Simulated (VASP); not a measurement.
# HgPt (P4/mmm) in VASP: notebook

HgPt is run at these levels: LDA; tasks: electric field gradients.

All numbers are computed with VASP 6.6.1; they aren't measurements. Logs are shortened: lines on timing, memory, paths and dates and some standing lists are left out, and cuts for length are marked.

## Step 1: The cell of the first run

The structure is tetragonal, space group P4/mmm (No. 123). Conventional cell: a = 2.685 Å, b = 2.685 Å, c = 3.541 Å, α = 90.00°, β = 90.00°, γ = 90.00°. Within 3.4 Å of Hg (site symmetry 4/mmm) lie 8 Pt at 2.60 Å and 4 Hg at 2.68 Å. Within 3.4 Å of Pt (site symmetry 4/mmm) lie 8 Hg at 2.60 Å and 4 Pt at 2.68 Å.

## Step 2: Electric field gradients, LDA (12.76 Å³/atom)

INCAR

```
  PREC = Accurate
  ENCUT = 400
  EDIFF = 1E-8
  ISMEAR = -1
  SIGMA = 0.05
  LREAL = False
  LASPH = True
  NELM = 120
  ALGO = Normal
  ISIF = 2
  LWAVE = False
  LCHARG = False
  GGA = CA
  LEFG = True
  NBANDS = 18
  GGA_COMPAT = False
```

KPOINTS

```
regular mesh
0
Gamma
  12 12 9
```

POSCAR

```
HgPt
1.0
    2.6847207018      0.0000000000      0.0000000000
    0.0000000000      2.6847207018      0.0000000000
    0.0000000000      0.0000000000      3.5406592716
Hg Pt
1 1
Direct
    0.0000000000      0.0000000000      0.0000000000
    0.5000000000      0.5000000000      0.5000000000
```

Potentials or basis: VASP PAW LDA potentials, release 64 (Hg, Pt).

On the command line:

```sh
$ cat potpaw_LDA.64/Hg/POTCAR potpaw_LDA.64/Pt/POTCAR > POTCAR
$ mpirun -np 1 vasp_std > vasp.out
```

OUTCAR:

```text
PREC = Accurate
   ENCUT = 400
   EDIFF = 1E-8
   ISMEAR = -1
   LREAL = False
   LASPH = True
   NELM = 120
   ISIF = 2
   GGA = CA

 ion  position               nearest neighbor table
   1  0.000  0.000  0.000-   2 2.60   2 2.60   2 2.60   2 2.60   2 2.60   2 2.60   2 2.60   2 2.60

   2  0.500  0.500  0.500-   1 2.60   1 2.60   1 2.60   1 2.60   1 2.60   1 2.60   1 2.60   1 2.60

  LATTYP: Found a simple tetragonal cell.
 ALAT       =     2.6847207018
 C/A-ratio  =     1.3188184787

  Lattice vectors:

 A1 = (   2.6847207018,   0.0000000000,   0.0000000000)
 A2 = (   0.0000000000,   2.6847207018,   0.0000000000)
 A3 = (   0.0000000000,   0.0000000000,   3.5406592716)

Analysis of symmetry for initial positions (statically):
=====================================================================
 Subroutine PRICEL returns:
 Original cell was already a primitive cell.

 Routine SETGRP: Setting up the symmetry group for a
 simple tetragonal supercell.

 Subroutine GETGRP returns: Found 16 space group operations
 (whereof 16 operations were pure point group operations)
 out of a pool of 16 trial point group operations.

The static configuration has the point symmetry D_4h.

Analysis of symmetry for dynamics (positions and initial velocities):
=====================================================================
 Subroutine PRICEL returns:
 Original cell was already a primitive cell.

 Routine SETGRP: Setting up the symmetry group for a
 simple tetragonal supercell.

 Subroutine GETGRP returns: Found 16 space group operations
 (whereof 16 operations were pure point group operations)
 out of a pool of 16 trial point group operations.

The dynamic configuration has the point symmetry D_4h.

 Subroutine INISYM returns: Found 16 space group operations
 (whereof 16 operations are pure point group operations),
 and found     1 'primitive' translations

----------------------------------------------------------------------------------------

                                     Primitive cell

  volume of cell :      25.5201

  direct lattice vectors                    reciprocal lattice vectors
     2.684720702  0.000000000  0.000000000     0.372478224  0.000000000  0.000000000
     0.000000000  2.684720702  0.000000000     0.000000000  0.372478224  0.000000000
     0.000000000  0.000000000  3.540659272     0.000000000  0.000000000  0.282433277

  length of vectors
     2.684720702  2.684720702  3.540659272     0.372478224  0.372478224  0.282433277

  position of ions in fractional coordinates (direct lattice)
     0.000000000  0.000000000  0.000000000
     0.500000000  0.500000000  0.500000000

  ion indices of the primitive-cell ions
   primitive index   ion index
                 1           1
                 2           2

----------------------------------------------------------------------------------------

 KPOINTS: regular mesh

Automatic generation of k-mesh.
 Grid dimensions read from file:
 generate k-points for:   12   12    9

 Generating k-lattice:

  Cartesian coordinates                     Fractional coordinates (reciprocal lattice)
     0.031039852  0.000000000  0.000000000     0.083333333  0.000000000  0.000000000
     0.000000000  0.031039852  0.000000000     0.000000000  0.083333333  0.000000000
     0.000000000  0.000000000  0.031381475     0.000000000  0.000000000  0.111111111

  Length of vectors
     0.031039852  0.031039852  0.031381475

  Shift w.r.t. Gamma in fractional coordinates (k-lattice)
     0.000000000  0.000000000  0.000000000

 Subroutine IBZKPT returns following result:
 ===========================================

 Found    140 irreducible k-points:

 Following reciprocal coordinates:
            Coordinates               Weight
  0.000000  0.000000  0.000000      1.000000
  0.083333  0.000000  0.000000      4.000000
  0.166667  0.000000  0.000000      4.000000
  0.250000  0.000000  0.000000      4.000000
  0.333333  0.000000  0.000000      4.000000
  0.416667  0.000000  0.000000      4.000000
[... 16 lines left out ...]
  0.333333  0.333333  0.000000      4.000000
  0.416667  0.333333  0.000000      8.000000
 [... further k-points ...]
   k-points           NKPTS =    140   k-points in BZ     NKDIM =    140   number of bands    NBANDS=     18
   number of dos      NEDOS =    301   number of ions     NIONS =      2
   total plane-waves  NPLWV =   7776
   dimension x,y,z NGX =    18 NGY =   18 NGZ =   24
   dimension x,y,z NGXF=    36 NGYF=   36 NGZF=   48
   ions per type =               1   1
   NGX,Y,Z   is equivalent  to a cutoff of  11.15, 11.15, 11.27 a.u.
   NGXF,Y,Z  is equivalent  to a cutoff of  22.29, 22.29, 22.54 a.u.
 SYSTEM =  unknown system
   PREC   = accura    normal or accurate (medium, high low for compatibility)
   ISTART =      0    job   : 0-new  1-cont  2-samecut
   ICHARG =      2    charge: 1-file 2-atom 10-const
   ISPIN  =      1    spin polarized calculation?
   LNONCOLLINEAR =      F non collinear calculations
   LSORBIT =      F    spin-orbit coupling
   LASPH  =      T    aspherical Exc in radial PAW
   ENCUT  =  400.0 eV  29.40 Ry    5.42 a.u.   4.38  4.38  5.77*2*pi/ulx,y,z
   NELM   =    120;   NELMIN=  2; NELMDL= -5     # of ELM steps
   EDIFF  = 0.1E-07   stopping-criterion for ELM
   LREAL  =      F    real-space projection
   EDIFFG = 0.1E-06   stopping-criterion for IOM
   NSW    =      0    number of steps for IOM
   IBRION =     -1    ionic relax: 0-MD 1-quasi-New 2-CG
   NFREE  =      0    steps in history (QN), initial steepest desc. (CG)
   ISIF   =      2    stress and relaxation
   ISYM   =      2    0-nonsym 1-usesym 2-fastsym
   POTIM  = 0.5000    time-step for ionic-motion
   TEBEG  =    0.0;   TEEND  =   0.0 temperature during run
   PSTRESS=    0.0 pullay stress
   NELECT =      22.0000    total number of electrons
   NUPDOWN=      -1.0000    fix difference up-down
   EMIN   =  10.00;   EMAX   =-10.00  energy-range for DOS
   EFERMI =   0.00;   METHOD = LEGACY
   ISMEAR =    -1;   SIGMA  =   0.05  broadening in eV -4-tet -1-fermi 0-gaus
   EFERMI_NEDOS =   21; number of points for ismear=-14 and -15
   IALGO  =     38    algorithm
   IMIX   =      4    mixing-type and parameters
     AMIX     =   0.40;   BMIX     =  1.00
     AMIX_MAG =   1.60;   BMIX_MAG =  1.00
  volume/ion in A,a.u.               =      12.76        86.11
  Fermi-wavevector in a.u.,A,eV,Ry     =   1.558075  2.944334 33.029459  2.427597
  Thomas-Fermi vector in A             =   2.661632
   LORBIT       =      0    0 simple, 1 ext, 2 COOP (PROOUT), +10 PAW based schemes
   GGA     = CA    functional components
   LHFCALC =     F    Hartree Fock is set to
   AEXX    =    0.0000 exact exchange contribution
   IVDW    =     0    specifies the selected vdW correction
   LEPSILON=     F    determine dielectric tensor
   LRPA    =     F    only Hartree local field effects (RPA)
 non-spin polarized calculation
  energy-cutoff  :      400.00
  volume of cell :       25.52
 maximum number of plane-waves:       479
 NGX is ok and might be reduce to    18
   NGX =  9   NGY =  9   NGZ = 11

 number of electron      22.0000015 magnetization

 Free energy of the ion-electron system (eV)
  ---------------------------------------------------
  ext. energy  EPLUGINS =         0.00000000
  ---------------------------------------------------
  free energy    TOTEN  =        -6.23332952 eV

  energy without entropy =       -6.23039292  energy(sigma->0) =       -6.23186122

 E-fermi :  12.3702     XC(G=0): -14.6850

 val. band max:       12.2916419900   @ k =   0.3333   0.3333   0.3333
 cond. band min:      12.3768686148   @ k =   0.5000   0.0000   0.3333
 fundamental gap:      0.0852266248
 Fermi energy:        12.3701584043

 k-point     1 :       0.0000    0.0000    0.0000
  band No.  band energies     occupation
      1      -2.0032      2.00000
      2       0.4419      2.00000
      3       0.5325      2.00000
      4       3.3712      2.00000
      5       3.3712      2.00000
      6       4.7455      2.00000
[... 10 lines left out ...]
     17      31.0725      0.00000
     18      31.0728      0.00000
[... 463 lines left out ...]
 k-point    24 :       0.4167    0.3333    0.0000
  band No.  band energies     occupation
      1       0.5327      2.00000
      2       1.2643      2.00000
      3       1.5347      2.00000
      4       1.5453      2.00000
      5       4.4732      2.00000
      6       6.6756      2.00000
[... 10 lines left out ...]
     17      25.2974      0.00000
     18      25.6650      0.00000

 [... further k-points ...]

------------------------ aborting loop because EDIFF is reached ----------------------------------------

  FORCE on cell =-STRESS in cart. coord.  units (eV):
  Direction    XX          YY          ZZ          XY          YZ          ZX
  --------------------------------------------------------------------------------------
  -------------------------------------------------------------------------------------
  Total       18.9772483     18.9772483     19.1596868      0.0000000     -0.0000000      0.0000000
  in kB     1191.4106121   1191.4106121   1202.8642846      0.0000000     -0.0000000      0.0000000
  external PRESSURE =    1195.2285029 kB  Pullay stress =       0.0000000 kB

 VOLUME and BASIS-vectors are now :
 -----------------------------------------------------------------------------
  energy-cutoff  :      400.00
  volume of cell :       25.52
      direct lattice vectors                 reciprocal lattice vectors
     2.684720702  0.000000000  0.000000000     0.372478224  0.000000000  0.000000000
     0.000000000  2.684720702  0.000000000     0.000000000  0.372478224  0.000000000
     0.000000000  0.000000000  3.540659272     0.000000000  0.000000000  0.282433277

 POSITION                                       TOTAL-FORCE (eV/Angst)
 -----------------------------------------------------------------------------------
      0.00000      0.00000      0.00000         0.000000      0.000000      0.000000
      1.34236      1.34236      1.77033         0.000000      0.000000      0.000000
 -----------------------------------------------------------------------------------
    total drift:                                0.000000     -0.000000     -0.000000

  FREE ENERGIE OF THE ION-ELECTRON SYSTEM (eV)
  ---------------------------------------------------
  free  energy   TOTEN  =        -6.2333295186 eV

  energy  without entropy=       -6.2303929213  energy(sigma->0) =       -6.23186122

 Electric field gradients (V/A^2)
---------------------------------------------------------------------
 ion       V_xx      V_yy      V_zz      V_xy      V_xz      V_yz
---------------------------------------------------------------------
   1      74.568    74.568  -149.136    -0.000     0.000     0.000
   2     -69.220   -69.220   138.440     0.000     0.000    -0.000
---------------------------------------------------------------------

 Electric field gradients after diagonalization (V/A^2)
 (convention: |V_zz| > |V_xx| > |V_yy|)
----------------------------------------------------------------------
 ion       V_xx      V_yy      V_zz     asymmetry (V_yy - V_xx)/ V_zz
----------------------------------------------------------------------
   1      74.568    74.568  -149.136       0.000
   2     -69.220   -69.220   138.440       0.000
----------------------------------------------------------------------

           NMR quadrupolar parameters

 Cq : quadrupolar parameter    Cq=e*Q*V_zz/h
 eta: asymmetry parameters     (V_yy - V_xx)/ V_zz
 Q  : nuclear electric quadrupole moment in mb (millibarn)
----------------------------------------------------------------------
 ion       Cq(MHz)       eta       Q (mb)
----------------------------------------------------------------------
   1      -0.361       0.000       1.000
   2       0.335       0.000       1.000
----------------------------------------------------------------------
```

Run time: 21 s. Hardware: 1 thread of AMD EPYC 9R45 (Zen 5), shared host; peak memory 0.12 GiB.

What came out:

```
Free energy                             : -6.2333 eV
Pressure                                : 119.5 GPa
Band gap on the k mesh                  : zero (bands 11 and 12 overlap by 5.27 eV)
Largest electric field gradient by atom : Hg -149.1; Pt +138.4 V/Å²
```

Electric field gradients, principal values (V/Å²):
```
atom    least   middle  greatest (by size)
1 Hg   74.568   74.568            -149.136
2 Pt  -69.220  -69.220             138.440
```

Caveat: the cell stands under pressure; without QUAD_EFG the Cq values of the log hold for a quadrupole moment of 1 mb, not for the nuclei; spin-orbit coupling is left out, which moves the levels of the heavy elements.

## Step 3: Electric field gradients, LDA (12.76 Å³/atom)

INCAR

```
SYSTEM = HgPt
PREC = Accurate
ENCUT = 400
EDIFF = 1E-8
ISMEAR = -1
SIGMA = 0.05
LREAL = .FALSE.
LASPH = .TRUE.
NELM = 120
ALGO = Normal
ISIF = 2
LWAVE = .FALSE.
LCHARG = .FALSE.
LEFG = .TRUE.
NBANDS = 18
GGA_COMPAT = .FALSE.
```

KPOINTS

```
regular mesh
0
G
  12 12 9
  0 0 0
```

POSCAR is that of step 2.

Potentials or basis: VASP PAW LDA potentials, release 64 (Hg, Pt).

On the command line:

```sh
$ cat potpaw_LDA.64/Hg/POTCAR potpaw_LDA.64/Pt/POTCAR > POTCAR
$ mpirun -np 1 vasp_std > vasp.out
```

OUTCAR:

```text
SYSTEM = HgPt
   PREC = Accurate
   ENCUT = 400
   EDIFF = 1E-8
   ISMEAR = -1
   LREAL = .FALSE.
   LASPH = .TRUE.
   NELM = 120
   ISIF = 2

 ion  position               nearest neighbor table
   1  0.000  0.000  0.000-   2 2.60   2 2.60   2 2.60   2 2.60   2 2.60   2 2.60   2 2.60   2 2.60

   2  0.500  0.500  0.500-   1 2.60   1 2.60   1 2.60   1 2.60   1 2.60   1 2.60   1 2.60   1 2.60

  LATTYP: Found a simple tetragonal cell.
 ALAT       =     2.6847207018
 C/A-ratio  =     1.3188184787

  Lattice vectors:

 A1 = (   2.6847207018,   0.0000000000,   0.0000000000)
 A2 = (   0.0000000000,   2.6847207018,   0.0000000000)
 A3 = (   0.0000000000,   0.0000000000,   3.5406592716)

Analysis of symmetry for initial positions (statically):
=====================================================================
 Subroutine PRICEL returns:
 Original cell was already a primitive cell.

 Routine SETGRP: Setting up the symmetry group for a
 simple tetragonal supercell.

[... 693 lines left out ...]
      direct lattice vectors                 reciprocal lattice vectors
     2.684720702  0.000000000  0.000000000     0.372478224  0.000000000  0.000000000
     0.000000000  2.684720702  0.000000000     0.000000000  0.372478224  0.000000000
     0.000000000  0.000000000  3.540659272     0.000000000  0.000000000  0.282433277

 POSITION                                       TOTAL-FORCE (eV/Angst)
 -----------------------------------------------------------------------------------
      0.00000      0.00000      0.00000         0.000000      0.000000      0.000000
      1.34236      1.34236      1.77033         0.000000      0.000000      0.000000
 -----------------------------------------------------------------------------------
    total drift:                                0.000000     -0.000000     -0.000000

  FREE ENERGIE OF THE ION-ELECTRON SYSTEM (eV)
  ---------------------------------------------------
  free  energy   TOTEN  =        -6.2333295186 eV

  energy  without entropy=       -6.2303929213  energy(sigma->0) =       -6.23186122

 Electric field gradients (V/A^2)
---------------------------------------------------------------------
 ion       V_xx      V_yy      V_zz      V_xy      V_xz      V_yz
---------------------------------------------------------------------
   1      74.568    74.568  -149.136    -0.000     0.000     0.000
   2     -69.220   -69.220   138.440     0.000     0.000    -0.000
---------------------------------------------------------------------

 Electric field gradients after diagonalization (V/A^2)
 (convention: |V_zz| > |V_xx| > |V_yy|)
----------------------------------------------------------------------
 ion       V_xx      V_yy      V_zz     asymmetry (V_yy - V_xx)/ V_zz
----------------------------------------------------------------------
   1      74.568    74.568  -149.136       0.000
   2     -69.220   -69.220   138.440       0.000
----------------------------------------------------------------------

           NMR quadrupolar parameters

 Cq : quadrupolar parameter    Cq=e*Q*V_zz/h
 eta: asymmetry parameters     (V_yy - V_xx)/ V_zz
 Q  : nuclear electric quadrupole moment in mb (millibarn)
----------------------------------------------------------------------
 ion       Cq(MHz)       eta       Q (mb)
----------------------------------------------------------------------
   1      -0.361       0.000       1.000
   2       0.335       0.000       1.000
----------------------------------------------------------------------
```

stdout:

```text
POSCAR found type information on POSCAR HgPt
 POSCAR found :  2 types and       2 ions
 scaLAPACK will be used
 LDA part: xc-table for (Slater(with rela. corr.)+CA(PZ))
 , standard interpolation
 POSCAR, INCAR and KPOINTS ok, starting setup
 FFT: planning ... GRIDC
 FFT: planning ... GRID_SOFT
 FFT: planning ... GRID
 WAVECAR not read
 entering main loop
ion   1

ion   2
```

Wall time 21 s (1 thread of AMD EPYC 9R45 (Zen 5), shared host); peak memory 0.12 GiB.

Results:

```yaml
Free_energy: -6.2333 eV
Pressure: 119.5 GPa
Band_gap_on_the_k_mesh: zero (bands 11 and 12 overlap by 5.27 eV)
Largest_electric_field_gradient_by_atom: Hg -149.1; Pt +138.4 V/Å²
```

Stress tensor (GPa, compression positive):
```
119.14   0.00   0.00
  0.00 119.14   0.00
  0.00   0.00 120.29
```

Electric field gradients, principal values (V/Å²):
```csv
atom,least,middle,greatest (by size)
1 Hg,74.568,74.568,-149.136
2 Pt,-69.220,-69.220,138.440
```

Caveat: the cell stands under pressure; without QUAD_EFG the Cq values of the log hold for a quadrupole moment of 1 mb, not for the nuclei; spin-orbit coupling is left out, which moves the levels of the heavy elements.

(Part 1 of 4 ends here.)
